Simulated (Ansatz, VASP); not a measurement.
MgO: VASP beside Ansatz

```
Mg O
1.0
     3.47722    0.00000    0.00000
    -1.73861    3.01136    0.00000
     0.00000    0.00000    4.65564
Mg O
2 2
Direct
  0.33333 0.66667 0.00632
  0.66667 0.33333 0.50632
  0.33333 0.66667 0.39828
  0.66667 0.33333 0.89828
```

Alike in both runs: task single point; functional PBE; k mesh 9 × 9 × 6; occupations gaussian, width 0.05 eV; no spin polarisation.

|  | VASP | Ansatz |
| --- | --- | --- |
| version | VASP 6.6.1 | Ansatz 0.2.0 |
| potentials or method | VASP PAW PBE potentials, release 64 (Mg, O), cutoff 520 eV | scalar-relativistic, plane waves, PAW |
| valence electrons in the cell | 16 | 32 |

|  | VASP | Ansatz | Ansatz less VASP |
| --- | --- | --- | --- |
| gap on the k mesh at the Fermi level (eV) | 3.20 | 3.22 | +0.019 |
| least direct gap on the mesh (eV) | 3.20 | 3.22 | +0.019 |
| pressure (GPa) | 2.0 | 2.4 | +0.40 |
| traceless stress, the component that is largest in VASP (GPa) | 20.60 | 20.29 | -0.309 |
| rms of the force components (eV/Å) | 1.220 | 1.202 | -0.0179 |

Atom by atom the forces differ by 0.018 eV/Å (rms over components). VASP's potentials hold 16 valence electrons a cell and Ansatz's 32, so a difference there can come from the potentials and not from the codes.
